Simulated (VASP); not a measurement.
Input of a VASP 6.6.1 run:

The input INCAR:

```
SYSTEM = Te5Br23
PREC = Accurate
ENCUT = 520
EDIFF = 1E-8
ISMEAR = -1
SIGMA = 0.01
LREAL = Auto
LASPH = .TRUE.
NELM = 100
ALGO = Normal
ISIF = 2
LWAVE = .FALSE.
LCHARG = .FALSE.
GGA = PE
LEFG = .TRUE.
NELECT = 192.0
NBANDS = 116
```

File KPOINTS:

```
regular mesh
0
G
  2 2 2
  0 0 0
```

Contents of POSCAR:

```
Te5Br23
1.0
    0.0000000000      7.4280410000     11.0806000000
    7.4280410000      0.0000000000     11.0806000000
    7.4280410000      7.4280410000      0.0000000000
Te Br
5 23
Direct
    0.2500000000      0.2500000000      0.2500000000
    0.7500000000      0.7500000000      0.7500000000
    0.0000000000      0.0000000000      0.0000000000
    0.5000000000      0.5000000000      0.5000000000
    0.2121425000      0.2878575000      0.4931145000
    0.1341870000      0.1341870000      0.3658130000
    0.6341870000      0.6341870000      0.8658130000
    0.3841870000      0.3841870000      0.6158130000
    0.8841870000      0.8841870000      0.1158130000
    0.3658130000      0.3658130000      0.1341870000
    0.8658130000      0.8658130000      0.6341870000
    0.1158130000      0.1158130000      0.8841870000
    0.6158130000      0.6158130000      0.3841870000
    0.7121425000      0.7878575000      0.9931145000
    0.2878575000      0.2121425000      0.0068855000
    0.7878575000      0.7121425000      0.5068855000
    0.7431145000      0.2568855000      0.4621425000
    0.2431145000      0.7568855000      0.9621425000
    0.2568855000      0.7431145000      0.5378575000
    0.7568855000      0.2431145000      0.0378575000
    0.0068855000      0.4931145000      0.2121425000
    0.5068855000      0.9931145000      0.7121425000
    0.4931145000      0.0068855000      0.2878575000
    0.9931145000      0.5068855000      0.7878575000
    0.0378575000      0.9621425000      0.2431145000
    0.5378575000      0.4621425000      0.7431145000
    0.9621425000      0.0378575000      0.7568855000
    0.4621425000      0.5378575000      0.2568855000
```

Potentials or basis: VASP PAW PBE potentials, release 64 (Te, Br).

The run is started by

```sh
$ cat potpaw_PBE.64/Te/POTCAR potpaw_PBE.64/Br/POTCAR > POTCAR
$ mpirun -np 1 vasp_std > vasp.out
```

Problem. Estimate the largest force.

Solution. 2.706 eV/Å.

Electric field gradients, principal values (V/Å²):
```csv
atom,least,middle,greatest (by size)
1 Te,75.728,87.204,-162.932
2 Te,1.135,26.182,-27.317
3 Te,0.157,2.078,-2.235
4 Te,0.157,2.078,-2.235
5 Te,-190.662,-303.474,494.135
6 Br,-211.037,-342.024,553.061
7 Br,-318.409,-318.992,637.401
8 Br,-287.045,-342.888,629.934
9 Br,-324.593,-330.936,655.529
10 Br,-211.037,-342.024,553.061
11 Br,-318.409,-318.992,637.401
12 Br,-287.045,-342.888,629.934
13 Br,-324.593,-330.936,655.529
14 Br,-254.281,-331.938,586.219
15 Br,-331.817,-339.724,671.540
16 Br,-278.928,-327.881,606.809
17 Br,-304.117,-334.748,638.864
18 Br,-304.116,-334.748,638.864
19 Br,-304.637,-334.328,638.965
20 Br,-304.636,-334.328,638.965
21 Br,-215.818,-349.883,565.701
22 Br,-261.662,-354.346,616.009
23 Br,-194.666,-343.457,538.124
24 Br,-233.874,-352.734,586.608
25 Br,-307.338,-315.207,622.544
26 Br,-307.337,-315.207,622.544
27 Br,-307.246,-331.115,638.361
28 Br,-307.246,-331.115,638.361
```

Caveat: the cell carries a net charge on a neutralising background, which shifts energy and pressure; without QUAD_EFG the Cq values of the log hold for a quadrupole moment of 1 mb, not for the nuclei.
